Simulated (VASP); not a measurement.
# TaN (F-43m) in VASP: notebook

The runs below take TaN through single point, with r2SCAN+U.

All numbers are computed with VASP 6.6.1; they aren't measurements. Logs are shortened: lines on timing, memory, paths and dates and some standing lists are left out, and cuts for length are marked.

## Step 1: The cell of the first run

The structure is cubic, space group F-43m (No. 216). The conventional cell has a = 4.982 Å, b = 4.982 Å, c = 4.982 Å, α = 90.00°, β = 90.00°, γ = 90.00°. Within 2.9 Å of Ta (site symmetry -43m) lie 4 N at 2.16 Å. N (site symmetry -43m) has 4 Ta at 2.16 Å within 2.9 Å.

## Step 2: Single point, r2SCAN+U, collinear spin, ferrimagnetic start

Input file POSCAR:

```
TaN
1.0
    0.0000000000      2.4911437700      2.4911437700
    2.4911437700      0.0000000000      2.4911437700
    2.4911437700      2.4911437700      0.0000000000
Ta N
1 1
Direct
    0.0000000000      0.0000000000      0.0000000000
    0.2500000000      0.2500000000      0.2500000000
```

Input file INCAR.step1:

```
PREC = Accurate
ENCUT = 520
ISMEAR = 0
SIGMA = 0.05
LREAL = F
LASPH = T
NELM = 150
ISPIN = 2
MAGMOM = 0.48 -0.01
LMAXMIX = 4
LDAU = T
LDAUTYPE = 1
LDAUL = 2 -1
LDAUU = 4 0
LDAUJ = 0.9 0
NBANDS = 19
GGA = PE
ALGO = Normal
EDIFF = 1E-4
LWAVE = T
LCHARG = F
```

Input file INCAR.step2:

```
PREC = Accurate
ENCUT = 520
EDIFF = 1E-6
ISMEAR = 0
SIGMA = 0.05
LREAL = F
LASPH = T
NELM = 150
ALGO = Normal
ISIF = 2
LWAVE = F
LCHARG = T
ISPIN = 2
MAGMOM = 0.48 -0.01
LORBIT = 11
LMAXMIX = 4
LDAU = T
LDAUTYPE = 1
LDAUL = 2 -1
LDAUU = 4 0
LDAUJ = 0.9 0
LDAUPRINT = 1
METAGGA = R2SCAN
LMIXTAU = T
LELF = T
LVHAR = T
NBANDS = 19
ISTART = 1
```

Input file KPOINTS:

```
Automatic mesh
0
Gamma
  7 7 7
```

Potentials or basis: VASP PAW PBE potentials, release 64 (Ta_pv, N).

Launch:

```
$ cat potpaw_PBE.64/Ta_pv/POTCAR potpaw_PBE.64/N/POTCAR > POTCAR
$ cp INCAR.step1 INCAR
$ mpirun -np 1 vasp_std > vasp.out
$ cp INCAR.step2 INCAR
$ mpirun -np 1 vasp_std > vasp.out
```

OUTCAR:

```text
PREC = Accurate
   ENCUT = 520
   EDIFF = 1E-6
   ISMEAR = 0
   LREAL = F
   LASPH = T
   NELM = 150
   ISIF = 2
   ISPIN = 2
   LORBIT = 11
   METAGGA = R2SCAN
   ISTART = 1

 ion  position               nearest neighbor table
   1  0.000  0.000  0.000-   2 2.16   2 2.16   2 2.16   2 2.16
   2  0.250  0.250  0.250-   1 2.16   1 2.16   1 2.16   1 2.16

  LATTYP: Found a face centered cubic cell.
 ALAT       =     4.9822875400

  Lattice vectors:

 A1 = (   0.0000000000,   2.4911437700,   2.4911437700)
 A2 = (   2.4911437700,   0.0000000000,   2.4911437700)
 A3 = (   2.4911437700,   2.4911437700,   0.0000000000)

Analysis of symmetry for initial positions (statically):
=====================================================================
 Subroutine PRICEL returns:
 Original cell was already a primitive cell.

 Routine SETGRP: Setting up the symmetry group for a
 face centered cubic supercell.

 Subroutine GETGRP returns: Found 24 space group operations
 (whereof 24 operations were pure point group operations)
 out of a pool of 48 trial point group operations.

The static configuration has the point symmetry T_d .

Analysis of symmetry for dynamics (positions and initial velocities):
=====================================================================
 Subroutine PRICEL returns:
 Original cell was already a primitive cell.

 Routine SETGRP: Setting up the symmetry group for a
 face centered cubic supercell.

 Subroutine GETGRP returns: Found 24 space group operations
 (whereof 24 operations were pure point group operations)
 out of a pool of 48 trial point group operations.

The dynamic configuration has the point symmetry T_d .

Analysis of structural, dynamic, and magnetic symmetry:
=====================================================================
 Subroutine PRICEL returns:
 Original cell was already a primitive cell.

 Routine SETGRP: Setting up the symmetry group for a
 face centered cubic supercell.

[... 170 lines left out ...]
  o =  0.2503  v =  0.0000  0.0000  0.0000  0.0000  0.0000  0.0000 -0.0304  0.0000  0.9995 -0.0000      0.0000  0.0000  0.0000  0.0000  0.0000  0.0000  0.0000  0.0000  0.0000  0.0000
  o =  0.2503  v =  0.0000  0.0000  0.0000  0.0000  0.0000  1.0000  0.0000  0.0000  0.0000  0.0000      0.0000  0.0000  0.0000  0.0000  0.0000  0.0000  0.0000  0.0000  0.0000  0.0000
  o =  0.2503  v =  0.0000  0.0000  0.0000  0.0000  0.0000  0.0000 -0.9995  0.0000 -0.0304 -0.0000      0.0000  0.0000  0.0000  0.0000  0.0000  0.0000  0.0000  0.0000  0.0000  0.0000
  o =  0.2503  v =  1.0000  0.0000  0.0000  0.0000  0.0000  0.0000  0.0000  0.0000  0.0000  0.0000      0.0000  0.0000  0.0000  0.0000  0.0000  0.0000  0.0000  0.0000  0.0000  0.0000
  o =  0.2503  v =  0.0000  0.2612 -0.0000  0.9653 -0.0000  0.0000  0.0000  0.0000  0.0000  0.0000      0.0000  0.0000  0.0000  0.0000  0.0000  0.0000  0.0000  0.0000  0.0000  0.0000
  o =  0.2503  v =  0.0000 -0.9653 -0.0000  0.2612 -0.0000  0.0000  0.0000  0.0000  0.0000  0.0000      0.0000  0.0000  0.0000  0.0000  0.0000  0.0000  0.0000  0.0000  0.0000  0.0000

 number of electron      15.9999998 magnetization       0.0003603

 Free energy of the ion-electron system (eV)
  ---------------------------------------------------
  ext. energy  EPLUGINS =         0.00000000
  ---------------------------------------------------
  free energy    TOTEN  =       -56.35490551 eV

  energy without entropy =      -56.35240091  energy(sigma->0) =      -56.35365321

 E-fermi :   6.1216     XC(G=0): -12.0623

 val. band max:        5.9893412318   @ k =  -0.2857   0.1429   0.0000
 cond. band min:       6.1404515592   @ k =  -0.2857   0.4286   0.1429
 fundamental gap:      0.1511103274
 Fermi energy:         6.1215767138

 spin component 1

 k-point     1 :       0.0000    0.0000    0.0000
  band No.  band energies     occupation
      1     -32.1620      1.00000
      2     -32.1620      1.00000
      3     -32.1620      1.00000
      4     -11.9793      1.00000
      5      -0.6226      1.00000
      6      -0.6226      1.00000
[... 416 lines left out ...]
      5      -0.8719      1.00000
      6      -0.2283      1.00000
[... 11 lines left out ...]
     18      22.8355      0.00000
     19      24.5578      0.00000
 Fermi energy:         6.1215767138

 spin component 2

 k-point     1 :       0.0000    0.0000    0.0000
  band No.  band energies     occupation
      1     -32.1617      1.00000
      2     -32.1617      1.00000
      3     -32.1617      1.00000
      4     -11.9793      1.00000
      5      -0.6224      1.00000
      6      -0.6224      1.00000
[... 417 lines left out ...]
      6      -0.2282      1.00000
[... 11 lines left out ...]
     18      22.8357      0.00000
     19      24.5580      0.00000

------------------------ aborting loop because EDIFF is reached ----------------------------------------

  FORCE on cell =-STRESS in cart. coord.  units (eV):
  Direction    XX          YY          ZZ          XY          YZ          ZX
  --------------------------------------------------------------------------------------
  -------------------------------------------------------------------------------------
  Total       -4.6663094     -4.6663094     -4.6663094      0.0000000     -0.0000000      0.0000000
  in kB     -241.8008051   -241.8008051   -241.8008051      0.0000000     -0.0000000      0.0000000
  external PRESSURE =    -241.8008051 kB  Pullay stress =       0.0000000 kB

 VOLUME and BASIS-vectors are now :
 -----------------------------------------------------------------------------
  energy-cutoff  :      520.00
  volume of cell :       30.92
      direct lattice vectors                 reciprocal lattice vectors
     0.000000000  2.491143770  2.491143770    -0.200711017  0.200711017  0.200711017
     2.491143770  0.000000000  2.491143770     0.200711017 -0.200711017  0.200711017
     2.491143770  2.491143770  0.000000000     0.200711017  0.200711017 -0.200711017

 POSITION                                       TOTAL-FORCE (eV/Angst)
 -----------------------------------------------------------------------------------
      0.00000      0.00000      0.00000         0.000000      0.000000      0.000000
      1.24557      1.24557      1.24557        -0.000000     -0.000000     -0.000000
 -----------------------------------------------------------------------------------
    total drift:                                0.000001      0.000001      0.000001

  FREE ENERGIE OF THE ION-ELECTRON SYSTEM (eV)
  ---------------------------------------------------
  free  energy   TOTEN  =       -56.3549055144 eV

  energy  without entropy=      -56.3524009082  energy(sigma->0) =      -56.35365321

 total charge

# of ion       s       p       d       tot
------------------------------------------
    1        0.303   6.182   2.058   8.543
    2        1.256   2.472   0.000   3.728
--------------------------------------------------
tot          1.560   8.654   2.058  12.272

 magnetization (x)

# of ion       s       p       d       tot
------------------------------------------
    1        0.000  -0.000   0.000   0.000
    2       -0.000   0.000   0.000   0.000
--------------------------------------------------
tot         -0.000   0.000   0.000   0.000
```

OUTCAR.step1:

```text
PREC = Accurate
   ENCUT = 520
   ISMEAR = 0
   LREAL = F
   LASPH = T
[... 1120 lines left out ...]
 -----------------------------------------------------------------------------------
      0.00000      0.00000      0.00000        -0.000000     -0.000000     -0.000000
      1.24557      1.24557      1.24557         0.000000      0.000000      0.000000
 -----------------------------------------------------------------------------------
    total drift:                               -0.000000     -0.000000     -0.000000

  FREE ENERGIE OF THE ION-ELECTRON SYSTEM (eV)
  ---------------------------------------------------
  free  energy   TOTEN  =       -18.5588649335 eV

  energy  without entropy=      -18.5563342382  energy(sigma->0) =      -18.55759959
```

OSZICAR.step1:

```text
N       E                     dE             d eps       ncg     rms          rms(c)
DAV:   1     0.113692555427E+03    0.11369E+03   -0.77201E+03  1520   0.791E+02
DAV:   2    -0.186307605296E+02   -0.13232E+03   -0.12463E+03  1787   0.257E+02
DAV:   3    -0.227708545167E+02   -0.41401E+01   -0.40930E+01  1793   0.439E+01
DAV:   4    -0.227912449774E+02   -0.20390E-01   -0.20386E-01  1735   0.344E+00
DAV:   5    -0.227913325288E+02   -0.87551E-04   -0.87550E-04  1703   0.222E-01    0.190E+01
DAV:   6    -0.188990642782E+02    0.38923E+01   -0.58960E+00  1813   0.250E+01    0.644E+00
DAV:   7    -0.186012900295E+02    0.29777E+00   -0.59519E-01  1583   0.712E+00    0.499E+00
DAV:   8    -0.185693153816E+02    0.31975E-01   -0.23317E-01  1631   0.340E+00    0.110E+00
DAV:   9    -0.185589257941E+02    0.10390E-01   -0.21534E-02  1625   0.111E+00    0.455E-01
DAV:  10    -0.185588735817E+02    0.52212E-04   -0.12358E-03  1664   0.273E-01    0.198E-01
DAV:  11    -0.185588649335E+02    0.86482E-05   -0.28296E-04  1616   0.139E-01
   1 F= -.18558865E+02 E0= -.18557600E+02  d E =-.253070E-02  mag=    -0.0026
```

It took 58 s on 1 thread of Intel Xeon 6975P-C (Granite Rapids), shared host; peak memory 0.19 GiB.

Results:

- Free energy: -56.3549 eV
- Pressure: -24.2 GPa
- Band gap on the k mesh: zero (filled and empty bands overlap)
- Net moment: 0.00 μB per cell
- Valence electrons inside the program's atomic spheres: Ta 8.54; N 3.73

Eigenvalues of the final occupation matrices:
```csv
site,spin,trace,eigenvalues
site 1 d,1,1.05,0.15 0.15 0.25 0.25 0.25
site 1 d,2,1.05,0.15 0.15 0.25 0.25 0.25
```

Caveat: the PAW data sets were made with another functional, which shifts forces and pressure a little; spin-orbit coupling is left out, which moves the levels of the heavy elements.

## Step 3: Single point, r2SCAN+U, collinear spin, ferrimagnetic start

POSCAR is that of step 2.

Input file INCAR.step1:

```
PREC     = Accurate       # precision mode
ENCUT    = 520            # plane-wave cutoff, eV
ISMEAR   = 0              # smearing method
SIGMA    = 0.05           # smearing width, eV
LREAL    = F              # projectors in reciprocal space
LASPH    = T              # aspherical terms in the spheres
NELM     = 150            # most SCF steps
ISPIN    = 2              # spin polarisation
MAGMOM   = 0.2 -0.06      # initial moments
LMAXMIX  = 4              # l up to which the mixer works
LDAU     = T              # DFT+U
LDAUTYPE = 1            
LDAUL    = 2 -1           # shell
LDAUU    = 4 0            # U, eV
LDAUJ    = 0.9 0        
NBANDS   = 19             # bands
GGA      = PE             # functional
ALGO     = Normal         # electronic algorithm
EDIFF    = 1E-4           # SCF threshold, eV
LWAVE    = T              # write WAVECAR
LCHARG   = F              # write CHGCAR
```

Input file INCAR.step2:

```
PREC     = Accurate       # precision mode
ENCUT    = 520            # plane-wave cutoff, eV
EDIFF    = 1E-7           # SCF threshold, eV
ISMEAR   = 0              # smearing method
SIGMA    = 0.05           # smearing width, eV
LREAL    = F              # projectors in reciprocal space
LASPH    = T              # aspherical terms in the spheres
NELM     = 150            # most SCF steps
ALGO     = Normal         # electronic algorithm
ISIF     = 2              # what is computed and relaxed
LWAVE    = F              # write WAVECAR
LCHARG   = F              # write CHGCAR
ISPIN    = 2              # spin polarisation
MAGMOM   = 0.2 -0.06      # initial moments
LORBIT   = 11             # projections on sites
LMAXMIX  = 4              # l up to which the mixer works
LDAU     = T              # DFT+U
LDAUTYPE = 1            
LDAUL    = 2 -1           # shell
LDAUU    = 4 0            # U, eV
LDAUJ    = 0.9 0        
LDAUPRINT= 1            
METAGGA  = R2SCAN         # meta-GGA
LMIXTAU  = T            
NBANDS   = 19             # bands
ISTART   = 1
```

Input file KPOINTS:

```
regular mesh
0
Gamma
  7 7 7
```

Potentials or basis: VASP PAW PBE potentials, release 64 (Ta_pv, N).

Launch:

```
$ cat potpaw_PBE.64/Ta_pv/POTCAR potpaw_PBE.64/N/POTCAR > POTCAR
$ cp INCAR.step1 INCAR
$ mpirun -np 1 vasp_std > vasp.out
$ cp INCAR.step2 INCAR
$ mpirun -np 1 vasp_std > vasp.out
```

It took 48 s on 1 thread of Intel Xeon 6975P-C (Granite Rapids), shared host; peak memory 0.19 GiB.

Results (log left out):

* Free energy: -56.3551 eV
* Pressure: -24.2 GPa
* Net moment: 0.06 μB per cell
* Site moments: Ta +0.05; N -0.00 μB
* Valence electrons inside the program's atomic spheres: Ta 8.54; N 3.73

Levels at points of the mesh, in eV from the Fermi level:
Spin up:
| k point | band 4 | band 5 | band 6 | band 7 | band 8 | band 9 | band 10 | band 11 | band 12 | band 13 |
| --- | --- | --- | --- | --- | --- | --- | --- | --- | --- | --- |
| (0.00, 0.00, 0.00) | -18.09 | -6.74 | -6.74 | -6.74 | -1.84 | 0.54 | 0.54 | 4.83 | 4.83 | 4.83 |
Spin down:
| k point | band 6 | band 7 | band 8 | band 9 | band 10 | band 11 |
| --- | --- | --- | --- | --- | --- | --- |
| (0.00, 0.00, 0.00) | -6.72 | -6.72 | -1.83 | 0.66 | 0.66 | 4.86 |

Eigenvalues of the final occupation matrices:
```tsv
site	spin	trace	eigenvalues
site 1 d	1	1.07	0.16 0.16 0.25 0.25 0.25
site 1 d	2	1.02	0.14 0.14 0.25 0.25 0.25
```

Caveat: the PAW data sets were made with another functional, which shifts forces and pressure a little; spin-orbit coupling is left out, which moves the levels of the heavy elements.

## Step 4: Single point, r2SCAN+U, collinear spin, ferrimagnetic start

POSCAR is that of step 3.

Input file INCAR.step1:

```
SYSTEM = TaN
PREC     = Accurate       ! precision mode
ENCUT    = 520            ! plane-wave cutoff, eV
ISMEAR   = 0              ! smearing method
SIGMA    = 0.05           ! smearing width, eV
LREAL    = .False.        ! projectors in reciprocal space
LASPH    = .True.         ! aspherical terms in the spheres
NELM     = 150            ! most SCF steps
ISPIN    = 2              ! spin polarisation
MAGMOM   = 0.48 -0.01     ! initial moments
LMAXMIX  = 4              ! l up to which the mixer works
LDAU     = .True.         ! DFT+U
LDAUTYPE = 1            
LDAUL    = 2 -1           ! shell
LDAUU    = 4 0            ! U, eV
LDAUJ    = 0.9 0        
NBANDS   = 19             ! bands
GGA      = PE             ! functional
ALGO     = Normal         ! electronic algorithm
EDIFF    = 1E-4           ! SCF threshold, eV
LWAVE    = .True.         ! write WAVECAR
LCHARG   = .False.        ! write CHGCAR
```

Input file INCAR.step2:

```
SYSTEM = TaN
PREC     = Accurate       ! precision mode
ENCUT    = 520            ! plane-wave cutoff, eV
EDIFF    = 1E-6           ! SCF threshold, eV
ISMEAR   = 0              ! smearing method
SIGMA    = 0.05           ! smearing width, eV
LREAL    = .False.        ! projectors in reciprocal space
LASPH    = .True.         ! aspherical terms in the spheres
NELM     = 150            ! most SCF steps
ALGO     = Normal         ! electronic algorithm
ISIF     = 2              ! what is computed and relaxed
LWAVE    = .False.        ! write WAVECAR
LCHARG   = .False.        ! write CHGCAR
ISPIN    = 2              ! spin polarisation
MAGMOM   = 0.48 -0.01     ! initial moments
LORBIT   = 11             ! projections on sites
LMAXMIX  = 4              ! l up to which the mixer works
LDAU     = .True.         ! DFT+U
LDAUTYPE = 1            
LDAUL    = 2 -1           ! shell
LDAUU    = 4 0            ! U, eV
LDAUJ    = 0.9 0        
LDAUPRINT= 1            
METAGGA  = R2SCAN         ! meta-GGA
LMIXTAU  = .True.       
NBANDS   = 19             ! bands
ISTART   = 1
```

Input file KPOINTS:

```
regular mesh
0
Gamma
  7 7 7
  0 0 0
```

Launch:

```
$ cat potpaw_PBE.64/Ta_pv/POTCAR potpaw_PBE.64/N/POTCAR > POTCAR
$ cp INCAR.step1 INCAR
$ mpirun -np 1 vasp_std > vasp.out
$ cp INCAR.step2 INCAR
$ mpirun -np 1 vasp_std > vasp.out
```

Wall time 57 s (1 thread of Intel Xeon 6975P-C (Granite Rapids), shared host); peak memory 0.19 GiB.

The run converged. Its results:

```yaml
Free_energy: -56.3549 eV
Pressure: -24.2 GPa
Band_gap_on_the_k_mesh: zero (filled and empty bands overlap)
Net_moment: 0.00 μB per cell
Valence_electrons_inside_the_program's_atomic_spheres: Ta 8.54; N 3.73
```

Levels at points of the mesh, in eV from the Fermi level:
Spin up:
| k point | band 5 | band 6 | band 7 | band 8 | band 9 | band 10 | band 11 | band 12 |
| --- | --- | --- | --- | --- | --- | --- | --- | --- |
| (0.00, 0.00, 0.00) | -6.74 | -6.74 | -6.74 | -1.85 | 0.59 | 0.59 | 4.83 | 4.83 |
Spin down:
| k point | band 4 | band 5 | band 6 | band 7 | band 8 | band 9 | band 10 | band 11 | band 12 | band 13 |
| --- | --- | --- | --- | --- | --- | --- | --- | --- | --- | --- |
| (0.00, 0.00, 0.00) | -18.10 | -6.74 | -6.74 | -6.74 | -1.85 | 0.59 | 0.59 | 4.83 | 4.83 | 4.83 |

Eigenvalues of the final occupation matrices:
```
    site  spin  trace               eigenvalues
site 1 d     1   1.05  0.15 0.15 0.25 0.25 0.25
site 1 d     2   1.05  0.15 0.15 0.25 0.25 0.25
```

Caveat: the PAW data sets were made with another functional, which shifts forces and pressure a little; spin-orbit coupling is left out, which moves the levels of the heavy elements.
